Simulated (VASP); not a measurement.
## Ta: relaxation of cell and atoms with BLYP+D4

The system is Ta.

```
Ta
1.0
    -1.65128    1.65128    1.65128
     1.65128   -1.65128    1.65128
     1.65128    1.65128   -1.65128
Ta
1
Cartesian
  0.0000 0.0000 0.0000
```

```yaml
Program: VASP 6.6.1
Task: relaxation of cell and atoms
Functional: BLYP
Dispersion: D4
Potentials_or_basis: VASP PAW PBE potentials, release 64 (Ta_pv)
Cutoff: 600 eV
k_mesh: 11 × 11 × 11
Occupations: fermi-dirac, width 0.05 eV
Spin: no spin polarisation
Dipole_correction: no
Further_INCAR_settings: ALGO = Normal; EDIFF = 1e-07; IBRION = 2; EDIFFG = -0.01; NSW = 80; ISIF = 3
```

* Relaxed volume: 18.43 Å³/atom
* Relaxed cell: a = 2.882 Å, b = 2.882 Å, c = 2.882 Å, α = 109.47°, β = 109.47°, γ = 109.47°
* Space group after relaxing (to 0.05 Å): Im-3m (No. 229)
* Energy gained by relaxing: 5.9 meV/atom
* Ionic steps: 3
* Pressure after relaxing: -0.1 GPa
* Dispersion energy per atom: -0.571 eV

The path:
| step | energy change (eV) | largest force (eV/Å) | pressure (GPa) | volume (Å³) |
| --- | --- | --- | --- | --- |
| 1 | 0.0000 | 0.0000 | 4.68 | 18.01 |
| 2 | 0.0238 | 0.0000 | -9.15 | 19.42 |
| 3 | -0.0059 | 0.0000 | -0.09 | 18.43 |

Final structure:
```
Ta
1.0
    -1.66409    1.66409    1.66409
     1.66409   -1.66409    1.66409
     1.66409    1.66409   -1.66409
Ta
1
Direct
  0.00000 0.00000 0.00000
```

Levels at points of the mesh, in eV from the Fermi level:
| k point | band 1 | band 2 | band 3 | band 4 | band 5 | band 6 | band 7 | band 8 | band 9 |
| --- | --- | --- | --- | --- | --- | --- | --- | --- | --- |
| (0.00, 0.00, 0.00) | -33.04 | -33.04 | -33.04 | -7.67 | 0.62 | 0.62 | 0.62 | 3.82 | 3.82 |

Wall time 25 s on 1 thread of AMD EPYC 9R45 96-Core Processor (Zen 5) (shared host), peak memory 0.13 GiB.

Caveat: the PAW data sets were made with another functional, which shifts forces and pressure a little; spin-orbit coupling is left out, which moves the levels of the heavy elements; pairwise dispersion overbinds metals, which lowers pressure and volume. Zero-point motion and thermal expansion aren't in these numbers.
